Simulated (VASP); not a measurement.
# GaN (CsCl type) (Pm-3m) in VASP: further runs

Runs on GaN (CsCl type). Level: PBE. Tasks: single point, relaxation of cell and atoms.

Program: VASP 6.6.1. These are calculated values, not measurements. Logs are shortened: lines on timing, memory, paths and dates and some standing lists are left out, and cuts for length are marked.

## 1. The cell of the first run

Symmetry: Pm-3m, No. 221, cubic system. Conventional cell: a = 2.377 Å, b = 2.377 Å, c = 2.377 Å, α = 90.00°, β = 90.00°, γ = 90.00°. Within 2.7 Å of Ga (site symmetry m-3m) lie 8 N at 2.06 Å and 6 Ga at 2.38 Å. Within 2.7 Å of N (site symmetry m-3m) lie 8 Ga at 2.06 Å and 6 N at 2.38 Å.

## 2. Single point, PBE

File INCAR:

```
SYSTEM = GaN
PREC = Accurate ; ENCUT = 520
EDIFF = 1E-7 ; ISMEAR = -1
SIGMA = 0.1 ; LREAL = .FALSE.
LASPH = .TRUE. ; NELM = 100
ALGO = Normal ; ISIF = 2
LWAVE = .FALSE. ; LCHARG = .FALSE.
GGA = PE ; NBANDS = 16
```

File KPOINTS:

```
Automatic mesh
0
G
  16 16 16
  0 0 0
```

File POSCAR:

```
GaN
1.0
    2.3772065728      0.0000000000      0.0000000000
    0.0000000000      2.3772065728      0.0000000000
    0.0000000000      0.0000000000      2.3772065728
Ga N
1 1
Direct
    0.0000000000      0.0000000000      0.0000000000
    0.5000000000      0.5000000000      0.5000000000
```

Potentials or basis: VASP PAW PBE potentials, release 64 (Ga_d, N).

Launch:

```sh
$ cat potpaw_PBE.64/Ga_d/POTCAR potpaw_PBE.64/N/POTCAR > POTCAR
$ mpirun -np 1 vasp_std > vasp.out
```

OUTCAR:

```text
SYSTEM = GaN
   PREC = Accurate
   ENCUT = 520
   EDIFF = 1E-7
   ISMEAR = -1
   LREAL = .FALSE.
   LASPH = .TRUE.
   NELM = 100
   ISIF = 2
   GGA = PE

 ion  position               nearest neighbor table
   1  0.000  0.000  0.000-   2 2.06   2 2.06   2 2.06   2 2.06   2 2.06   2 2.06   2 2.06   2 2.06

   2  0.500  0.500  0.500-   1 2.06   1 2.06   1 2.06   1 2.06   1 2.06   1 2.06   1 2.06   1 2.06

  LATTYP: Found a simple cubic cell.
 ALAT       =     2.3772065728

  Lattice vectors:

 A1 = (   2.3772065728,   0.0000000000,   0.0000000000)
 A2 = (   0.0000000000,   2.3772065728,   0.0000000000)
 A3 = (   0.0000000000,   0.0000000000,   2.3772065728)

Analysis of symmetry for initial positions (statically):
=====================================================================
 Subroutine PRICEL returns:
 Original cell was already a primitive cell.

 Routine SETGRP: Setting up the symmetry group for a
 simple cubic supercell.

 Subroutine GETGRP returns: Found 48 space group operations
 (whereof 48 operations were pure point group operations)
 out of a pool of 48 trial point group operations.

The static configuration has the point symmetry O_h .

Analysis of symmetry for dynamics (positions and initial velocities):
=====================================================================
 Subroutine PRICEL returns:
 Original cell was already a primitive cell.

 Routine SETGRP: Setting up the symmetry group for a
 simple cubic supercell.

 Subroutine GETGRP returns: Found 48 space group operations
 (whereof 48 operations were pure point group operations)
 out of a pool of 48 trial point group operations.

The dynamic configuration has the point symmetry O_h .

 Subroutine INISYM returns: Found 48 space group operations
 (whereof 48 operations are pure point group operations),
 and found     1 'primitive' translations

----------------------------------------------------------------------------------------

                                     Primitive cell

  volume of cell :      13.4339

  direct lattice vectors                    reciprocal lattice vectors
     2.377206573  0.000000000  0.000000000     0.420661802  0.000000000  0.000000000
     0.000000000  2.377206573  0.000000000     0.000000000  0.420661802  0.000000000
     0.000000000  0.000000000  2.377206573     0.000000000  0.000000000  0.420661802

  length of vectors
     2.377206573  2.377206573  2.377206573     0.420661802  0.420661802  0.420661802

  position of ions in fractional coordinates (direct lattice)
     0.000000000  0.000000000  0.000000000
     0.500000000  0.500000000  0.500000000
[... 68 lines left out ...]
   PREC   = accura    normal or accurate (medium, high low for compatibility)
   ISTART =      0    job   : 0-new  1-cont  2-samecut
   ICHARG =      2    charge: 1-file 2-atom 10-const
   ISPIN  =      1    spin polarized calculation?
   LNONCOLLINEAR =      F non collinear calculations
   LSORBIT =      F    spin-orbit coupling
   LASPH  =      T    aspherical Exc in radial PAW
   ENCUT  =  520.0 eV  38.22 Ry    6.18 a.u.   4.42  4.42  4.42*2*pi/ulx,y,z
   NELM   =    100;   NELMIN=  2; NELMDL= -5     # of ELM steps
   EDIFF  = 0.1E-06   stopping-criterion for ELM
   LREAL  =      F    real-space projection
   EDIFFG = 0.1E-05   stopping-criterion for IOM
   NSW    =      0    number of steps for IOM
   IBRION =     -1    ionic relax: 0-MD 1-quasi-New 2-CG
   NFREE  =      0    steps in history (QN), initial steepest desc. (CG)
   ISIF   =      2    stress and relaxation
   ISYM   =      2    0-nonsym 1-usesym 2-fastsym
   POTIM  = 0.5000    time-step for ionic-motion
   TEBEG  =    0.0;   TEEND  =   0.0 temperature during run
   PSTRESS=    0.0 pullay stress
   NELECT =      18.0000    total number of electrons
   NUPDOWN=      -1.0000    fix difference up-down
   EMIN   =  10.00;   EMAX   =-10.00  energy-range for DOS
   EFERMI =   0.00;   METHOD = LEGACY
   ISMEAR =    -1;   SIGMA  =   0.10  broadening in eV -4-tet -1-fermi 0-gaus
   EFERMI_NEDOS =   21; number of points for ismear=-14 and -15
   IALGO  =     38    algorithm
   IMIX   =      4    mixing-type and parameters
     AMIX     =   0.40;   BMIX     =  1.00
     AMIX_MAG =   1.60;   BMIX_MAG =  1.00
  volume/ion in A,a.u.               =       6.72        45.33
  Fermi-wavevector in a.u.,A,eV,Ry     =   1.804812  3.410601 44.318910  3.257348
  Thomas-Fermi vector in A             =   2.864639
   LORBIT       =      0    0 simple, 1 ext, 2 COOP (PROOUT), +10 PAW based schemes
   GGA     = PE    functional components
[... 5 lines left out ...]
 non-spin polarized calculation
  energy-cutoff  :      520.00
  volume of cell :       13.43
 maximum number of plane-waves:       375
 NGX is ok and might be reduce to    18
   NGX =  9   NGY =  9   NGZ =  9

 number of electron      17.9999989 magnetization

 Free energy of the ion-electron system (eV)
  ---------------------------------------------------
  ext. energy  EPLUGINS =         0.00000000
  ---------------------------------------------------
  free energy    TOTEN  =        -6.32660415 eV

  energy without entropy =       -6.30114958  energy(sigma->0) =       -6.31387686

 E-fermi :  14.3079     XC(G=0): -15.3061

 val. band max:       14.3065367106   @ k =   0.5000   0.3125   0.0625
 cond. band min:      14.3280718232   @ k =   0.4375   0.1250   0.0000
 fundamental gap:      0.0215351126
 Fermi energy:        14.3078825248

 k-point     1 :       0.0000    0.0000    0.0000
  band No.  band energies     occupation
      1      -8.1198      2.00000
      2      -2.5894      2.00000
      3      -2.5894      2.00000
      4      -1.2054      2.00000
      5      -1.2054      2.00000
      6      -1.2054      2.00000
[... 433 lines left out ...]
      3      -2.2942      2.00000
      4      -1.7330      2.00000
      5      -1.4079      2.00000
      6      -1.2209      2.00000
[... 8 lines left out ...]
     15      35.8708      0.00000
     16      43.1443      0.00000

 [... further k-points ...]
[... 5 lines left out ...]
  --------------------------------------------------------------------------------------
  -------------------------------------------------------------------------------------
  Total       14.4913141     14.4913141     14.4913141      0.0000000     -0.0000000      0.0000000
  in kB     1728.2938517   1728.2938517   1728.2938517      0.0000000     -0.0000000      0.0000000
  external PRESSURE =    1728.2938517 kB  Pullay stress =       0.0000000 kB

 VOLUME and BASIS-vectors are now :
 -----------------------------------------------------------------------------
  energy-cutoff  :      520.00
  volume of cell :       13.43
      direct lattice vectors                 reciprocal lattice vectors
     2.377206573  0.000000000  0.000000000     0.420661802  0.000000000  0.000000000
     0.000000000  2.377206573  0.000000000     0.000000000  0.420661802  0.000000000
     0.000000000  0.000000000  2.377206573     0.000000000  0.000000000  0.420661802

 POSITION                                       TOTAL-FORCE (eV/Angst)
 -----------------------------------------------------------------------------------
      0.00000      0.00000      0.00000         0.000000      0.000000      0.000000
      1.18860      1.18860      1.18860         0.000000      0.000000      0.000000
 -----------------------------------------------------------------------------------
    total drift:                                0.000000     -0.000000     -0.000000

  FREE ENERGIE OF THE ION-ELECTRON SYSTEM (eV)
  ---------------------------------------------------
  free  energy   TOTEN  =        -6.3266041483 eV

  energy  without entropy=       -6.3011495782  energy(sigma->0) =       -6.31387686
```

OSZICAR:

```text
N       E                     dE             d eps       ncg     rms          rms(c)
DAV:   1     0.676726108411E+02    0.67673E+02   -0.91151E+03  6408   0.231E+03
DAV:   2    -0.588228895973E+01   -0.73555E+02   -0.68560E+02  6200   0.311E+02
DAV:   3    -0.885079101950E+01   -0.29685E+01   -0.29603E+01  5864   0.561E+01
DAV:   4    -0.886988780374E+01   -0.19097E-01   -0.19096E-01  6352   0.460E+00
DAV:   5    -0.887006755100E+01   -0.17975E-03   -0.17975E-03  6184   0.416E-01    0.892E+00
DAV:   6    -0.637874036810E+01    0.24913E+01   -0.50326E+00  7864   0.628E+01    0.259E+00
DAV:   7    -0.635307579947E+01    0.25665E-01   -0.33198E-01  5760   0.940E+00    0.176E+00
DAV:   8    -0.632851581266E+01    0.24560E-01   -0.40406E-02  7608   0.318E+00    0.542E-01
DAV:   9    -0.632700236453E+01    0.15134E-02   -0.62383E-03  6368   0.272E+00    0.147E-01
DAV:  10    -0.632669784143E+01    0.30452E-03   -0.99204E-04  6904   0.495E-01    0.639E-02
DAV:  11    -0.632660519564E+01    0.92646E-04   -0.20336E-04  7480   0.254E-01    0.143E-02
DAV:  12    -0.632660363150E+01    0.15641E-05   -0.11280E-05  6768   0.660E-02    0.206E-03
DAV:  13    -0.632660414160E+01   -0.51009E-06   -0.90277E-07  6344   0.974E-03    0.719E-04
DAV:  14    -0.632660414835E+01   -0.67507E-08   -0.12689E-08  3504   0.203E-03
   1 F= -.63266041E+01 E0= -.63138769E+01  d E =-.254546E-01
```

Wall time 16 s (1 thread of AMD EPYC 9R45 (Zen 5), shared host); peak memory 0.11 GiB.

Results:

```yaml
Free_energy: -6.3266 eV
Pressure: 172.8 GPa
Band_gap_on_the_k_mesh: zero (band 9 reaches 14.61 eV, above the bottom of band 10 at 12.96 eV)
```

## 3. Single point, PBE

File INCAR:

```
SYSTEM = GaN
PREC = Accurate
ENCUT = 520
EDIFF = 1E-6
ISMEAR = -1
SIGMA = 0.1
LREAL = .False.
LASPH = .True.
NELM = 60
ALGO = Normal
ISIF = 2
LWAVE = .False.
LCHARG = .False.
GGA = PE
NBANDS = 16
```

File KPOINTS:

```
Automatic mesh
0
Gamma
  16 16 16
  0 0 0
```

File POSCAR:

```
GaN
1.0
    2.3774002900      0.0000000000      0.0000000000
    0.0000000000      2.3774002900      0.0000000000
    0.0000000000      0.0000000000      2.3774002900
Ga N
1 1
Direct
    0.0000000000      0.0000000000      0.0000000000
    0.5000000000      0.5000000000      0.5000000000
```

Potentials or basis: VASP PAW PBE potentials, release 64 (Ga_d, N).

Launch:

```sh
$ cat potpaw_PBE.64/Ga_d/POTCAR potpaw_PBE.64/N/POTCAR > POTCAR
$ mpirun -np 1 vasp_std > vasp.out
```

Run time: 16 s. Hardware: 1 thread of AMD EPYC 9R45 (Zen 5), shared host; peak memory 0.12 GiB.

Results (log left out):

- Free energy: -6.3302 eV
- Pressure: 172.6 GPa
- Band gap on the k mesh: zero (band 9 reaches 14.61 eV, above the bottom of band 10 at 12.96 eV)

Levels at points of the mesh, in eV from the Fermi level:
| k point | band 5 | band 6 | band 7 | band 8 | band 9 | band 10 | band 11 | band 12 | band 13 | band 14 |
| --- | --- | --- | --- | --- | --- | --- | --- | --- | --- | --- |
| (0.00, 0.00, 0.00) | -15.51 | -15.51 | -2.41 | -2.41 | -2.41 | 2.40 | 10.94 | 10.94 | 19.95 | 19.95 |
| (0.50, 0.00, 0.00) | -16.07 | -15.47 | -12.18 | 0.08 | 0.08 | 6.74 | 9.03 | 13.82 | 13.82 | 14.47 |
| (0.50, 0.50, 0.00) | -15.17 | -11.68 | -9.90 | -9.90 | -2.18 | 0.41 | 11.75 | 11.75 | 17.56 | 21.71 |
| (0.50, 0.50, 0.50) | -15.15 | -12.25 | -4.44 | -4.44 | -4.44 | 0.76 | 0.76 | 0.76 | 7.96 | 26.70 |

## 4. Relaxation of cell and atoms, PBE, target pressure 170 GPa, at which the enthalpy is minimised

This run uses another cell than the first one, of 6.57 Å³/atom, 0.978 times its volume.

File INCAR:

```
SYSTEM = GaN
ALGO     = Normal         ! electronic algorithm
EDIFF    = 1E-6           ! SCF threshold, eV
EDIFFG   = -0.005         ! ionic threshold
ENCUT    = 600            ! plane-wave cutoff, eV
GGA      = PE             ! functional
IBRION   = 2              ! ionic algorithm
ISIF     = 3              ! what is computed and relaxed
ISMEAR   = -1             ! smearing method
LASPH    = .True.         ! aspherical terms in the spheres
LCHARG   = .False.        ! write CHGCAR
LREAL    = .False.        ! projectors in reciprocal space
LWAVE    = .False.        ! write WAVECAR
NELM     = 80             ! most SCF steps
NSW      = 60             ! ionic steps
PREC     = Accurate       ! precision mode
PSTRESS  = 1700.0       
SIGMA    = 0.1            ! smearing width, eV
```

File KPOINTS:

```
k-points
0
Gamma
  16 16 16
  0 0 0
```

File POSCAR:

```
GaN
1.0
    2.3594381370      0.0000000000      0.0000000000
    0.0000000000      2.3594381370      0.0000000000
    0.0000000000      0.0000000000      2.3594381370
Ga N
1 1
Direct
    0.0000000000      0.0000000000      0.0000000000
    0.5000000000      0.5000000000      0.5000000000
```

Launch:

```sh
$ cat potpaw_PBE.64/Ga_d/POTCAR potpaw_PBE.64/N/POTCAR > POTCAR
$ mpirun -np 1 vasp_std > vasp.out
```

Wall time 43 s (1 thread of AMD EPYC 9R45 (Zen 5), shared host); peak memory 0.13 GiB.

The run converged. Its results:

```yaml
Free_energy: -6.3763 eV
Relaxed_volume: 6.74 Å³/atom
Relaxed_cell: a = 2.380 Å, b = 2.380 Å, c = 2.380 Å, α = 90.00°, β = 90.00°, γ = 90.00°
Space_group_after_relaxing_to_0.05_Å: Pm-3m (No. 221)
Energy_change_on_relaxing_the_enthalpy_is_what_falls: -193.8 meV/atom
Ionic_steps: 4
Pressure_after_relaxing: 170.1 GPa
Band_gap_on_the_k_mesh: zero (band 9 reaches 14.55 eV, above the bottom of band 10 at 12.91 eV)
```

Step by step:
| step | energy change (eV) | largest force (eV/Å) | pressure (GPa) | volume (Å³) |
| --- | --- | --- | --- | --- |
| 1 | 0.0000 | 0.0000 | 191.20 | 13.13 |
| 2 | -1.5530 | 0.0000 | 105.53 | 14.86 |
| 3 | -0.4060 | 0.0000 | 168.97 | 13.50 |
| 4 | -0.3876 | 0.0000 | 170.08 | 13.48 |

Final structure:
```cif
data_structure
_symmetry_space_group_name_H-M 'P 1'
_symmetry_Int_Tables_number 1
_cell_length_a 2.3799
_cell_length_b 2.3799
_cell_length_c 2.3799
_cell_angle_alpha 90.000
_cell_angle_beta 90.000
_cell_angle_gamma 90.000
_cell_volume 13.48
loop_
_atom_site_label
_atom_site_type_symbol
_atom_site_fract_x
_atom_site_fract_y
_atom_site_fract_z
_atom_site_occupancy
Ga1 Ga 0.00000 0.00000 0.00000 1
N1 N 0.50000 0.50000 0.50000 1
```

Levels at points of the mesh, in eV from the Fermi level:
| k point | band 7 | band 8 | band 9 | band 10 | band 11 | band 12 |
| --- | --- | --- | --- | --- | --- | --- |
| (0.00, 0.00, 0.00) | -2.40 | -2.40 | -2.40 | 2.35 | 10.93 | 10.93 |
| (0.50, 0.00, 0.00) | -12.16 | 0.08 | 0.08 | 6.71 | 8.99 | 13.80 |
| (0.50, 0.50, 0.00) | -9.87 | -9.87 | -2.19 | 0.42 | 11.72 | 11.72 |
| (0.50, 0.50, 0.50) | -4.43 | -4.43 | -4.43 | 0.77 | 0.77 | 0.77 |

Caveat: the cell is relaxed towards a set pressure, so the enthalpy falls and the energy may rise.

## 5. Relaxation of cell and atoms, PBE, target pressure 170 GPa, at which the enthalpy is minimised

File INCAR:

```
SYSTEM = GaN
PREC = Accurate
ENCUT = 600
EDIFF = 1E-6
ISMEAR = -1
SIGMA = 0.1
LREAL = .FALSE.
LASPH = .TRUE.
NELM = 80
ALGO = Normal
ISIF = 3
LWAVE = .FALSE.
LCHARG = .FALSE.
GGA = PE
IBRION = 2
NSW = 32
EDIFFG = -0.005
PSTRESS = 1700.0
```

File KPOINTS:

```
regular mesh
0
G
  16 16 16
  0 0 0
```

File POSCAR:

```
GaN
1.0
    2.3772065728      0.0000000000      0.0000000000
    0.0000000000      2.3772065728      0.0000000000
    0.0000000000      0.0000000000      2.3772065728
Ga N
1 1
Direct
    0.0000000000      0.0000000000      0.0000000000
    0.5000000000      0.5000000000      0.5000000000
```

Launch:

```sh
$ cat potpaw_PBE.64/Ga_d/POTCAR potpaw_PBE.64/N/POTCAR > POTCAR
$ mpirun -np 1 vasp_std > vasp.out
```

It took 33 s on 1 thread of AMD EPYC 9R45 (Zen 5), shared host; peak memory 0.13 GiB.

Results (log left out):

* Free energy: -6.3790 eV
* Relaxed volume: 6.74 Å³/atom
* Relaxed cell: a = 2.380 Å, b = 2.380 Å, c = 2.380 Å, α = 90.00°, β = 90.00°, γ = 90.00°
* Space group after relaxing (to 0.05 Å): Pm-3m (No. 221)
* Energy change on relaxing (the enthalpy is what falls): -25.2 meV/atom
* Ionic steps: 3
* Pressure after relaxing: 170.0 GPa
* Band gap on the k mesh: zero (band 9 reaches 14.55 eV, above the bottom of band 10 at 12.90 eV)

The path:
```csv
step,energy change (eV),largest force (eV/Å),pressure (GPa),volume (Å³)
1,0.0000,0.0000,172.77,13.43
2,-0.2352,0.0000,159.79,13.66
3,-0.0505,0.0000,170.04,13.48
```

Final structure:
```
Ga N
1.0
     2.37999    0.00000    0.00000
     0.00000    2.37999    0.00000
     0.00000    0.00000    2.37999
Ga N
1 1
Direct
  0.00000 0.00000 0.00000
  0.50000 0.50000 0.50000
```

Levels at points of the mesh, in eV from the Fermi level:
| k point | band 6 | band 7 | band 8 | band 9 | band 10 | band 11 | band 12 | band 13 |
| --- | --- | --- | --- | --- | --- | --- | --- | --- |
| (0.00, 0.00, 0.00) | -15.50 | -2.40 | -2.40 | -2.40 | 2.35 | 10.93 | 10.93 | 19.89 |
| (0.50, 0.00, 0.00) | -15.46 | -12.16 | 0.08 | 0.08 | 6.71 | 8.99 | 13.79 | 13.79 |
| (0.50, 0.50, 0.00) | -11.68 | -9.87 | -9.87 | -2.19 | 0.42 | 11.72 | 11.72 | 17.53 |
| (0.50, 0.50, 0.50) | -12.24 | -4.43 | -4.43 | -4.43 | 0.77 | 0.77 | 0.77 | 7.91 |

Caveat: the cell is relaxed towards a set pressure, so the enthalpy falls and the energy may rise.

## 6. Single point, PBE

File INCAR:

```
PREC = Accurate
ENCUT = 520
EDIFF = 1E-7
ISMEAR = -1
SIGMA = 0.1
LREAL = F
LASPH = T
NELM = 80
ALGO = Normal
ISIF = 2
LWAVE = F
LCHARG = F
GGA = PE
NBANDS = 16
```

File KPOINTS:

```
Automatic mesh
0
Gamma
  16 16 16
```

File POSCAR:

```
GaN
1.0
    2.3772065759      0.0000000000      0.0000000000
    0.0000000000      2.3772065759      0.0000000000
    0.0000000000      0.0000000000      2.3772065759
Ga N
1 1
Direct
    0.0000000000      0.0000000000      0.0000000000
    0.5000000000      0.5000000000      0.5000000000
```

Potentials or basis: VASP PAW PBE potentials, release 64 (Ga_d, N).

Launch:

```sh
$ cat potpaw_PBE.64/Ga_d/POTCAR potpaw_PBE.64/N/POTCAR > POTCAR
$ mpirun -np 1 vasp_std > vasp.out
```

Run time: 59 s. Hardware: 1 thread of AMD EPYC 7R43 (Zen 3), shared host; peak memory 0.11 GiB.

It converged, with:

```yaml
Free_energy: -6.3266 eV
Pressure: 172.8 GPa
Band_gap_on_the_k_mesh: zero (band 9 reaches 14.61 eV, above the bottom of band 10 at 12.96 eV)
```

Levels at points of the mesh, in eV from the Fermi level:
| k point | band 6 | band 7 | band 8 | band 9 | band 10 | band 11 | band 12 | band 13 |
| --- | --- | --- | --- | --- | --- | --- | --- | --- |
| (0.00, 0.00, 0.00) | -15.51 | -2.41 | -2.41 | -2.41 | 2.40 | 10.94 | 10.94 | 19.95 |
| (0.50, 0.00, 0.00) | -15.47 | -12.18 | 0.08 | 0.08 | 6.74 | 9.03 | 13.82 | 13.82 |
| (0.50, 0.50, 0.00) | -11.68 | -9.91 | -9.91 | -2.18 | 0.41 | 11.75 | 11.75 | 17.57 |
| (0.50, 0.50, 0.50) | -12.25 | -4.44 | -4.44 | -4.44 | 0.76 | 0.76 | 0.76 | 7.96 |

## 7. Summary

| task | cell | cutoff (eV) | gap on the mesh (eV) | pressure (GPa) |
| --- | --- | --- | --- | --- |
| single point | a = 2.377 Å, 2 atoms | 520 | none | 172.8 |
| relaxation of cell and atoms | relaxed to 170 GPa from a = 2.359 Å, 2 atoms | 600 | none | 170.1 |
| relaxation of cell and atoms | relaxed to 170 GPa from a = 2.377 Å, 2 atoms | 600 | none | 170.0 |

Alike in all rows: level PBE; potentials or basis VASP PAW PBE potentials, release 64 (Ga_d, N); no spin polarisation; k mesh 16 × 16 × 16; smearing fermi-dirac 0.1 eV.

Caveats: the cell is relaxed towards a set pressure, so the enthalpy falls and the energy may rise (some runs).

Total energies depend on the potentials used, so only differences within one code and one set of settings carry meaning.
